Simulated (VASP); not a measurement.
Input of a VASP 6.6.1 run:

File POSCAR:

```
AlN
1.0
    0.0784759504      2.1759573064      2.1759573064
    2.1759573064      0.0784759504      2.1759573064
    2.1759573064      2.1759573064      0.0784759504
Al N
1 1
Direct
    0.0026685146      0.0026685146      0.0026685146
    0.2473314854      0.2473314854      0.2473314854
```

File INCAR.step1:

```
SYSTEM = AlN
PREC = Accurate ; ENCUT = 520
EDIFF = 1E-5 ; ISMEAR = 0
SIGMA = 0.01 ; LREAL = .FALSE.
LASPH = .TRUE. ; NELM = 100
ALGO = Normal ; ISIF = 2
LWAVE = .TRUE. ; LCHARG = .FALSE.
GGA = PE ; NBANDS = 11
```

Contents of INCAR.step2:

```
SYSTEM = AlN
PREC = Accurate ; ENCUT = 520
EDIFF = 1E-6 ; ISMEAR = 0
SIGMA = 0.01 ; LREAL = .FALSE.
LASPH = .TRUE. ; NELM = 100
ALGO = Normal ; ISIF = 2
LWAVE = .FALSE. ; LCHARG = .FALSE.
GGA = PE ; LHFCALC = .TRUE.
HFSCREEN = 0.2079 ; PRECFOCK = Normal
ISTART = 1 ; NBANDS = 11
```

The input KPOINTS:

```
Automatic mesh
0
G
  8 8 8
  0 0 0
```

Potentials or basis: VASP PAW PBE potentials, release 64 (Al, N).

Run with:

```bash
$ cat potpaw_PBE.64/Al/POTCAR potpaw_PBE.64/N/POTCAR > POTCAR
$ cp INCAR.step1 INCAR
$ mpirun -np 1 vasp_std > vasp.out
$ cp INCAR.step2 INCAR
$ mpirun -np 1 vasp_std > vasp.out
```

Problem. What does it give for the pressure?

Solution. 15.4 GPa.

Problem. What does it give for the band gap on the k mesh?

Solution. 4.37 eV (least direct gap 5.90 eV).

Stress tensor (GPa, compression positive):
```
15.45 -8.10 -8.10
-8.10 15.45 -8.10
-8.10 -8.10 15.45
```

Caveat: the cell differs from its parent crystal (epitaxial 111 strain -4.0%); the cell stands under pressure; the structure was generated, so it needn't be the stable form of AlN; the PAW data sets were made with another functional, which shifts forces and pressure a little. A k mesh can miss the band edges.
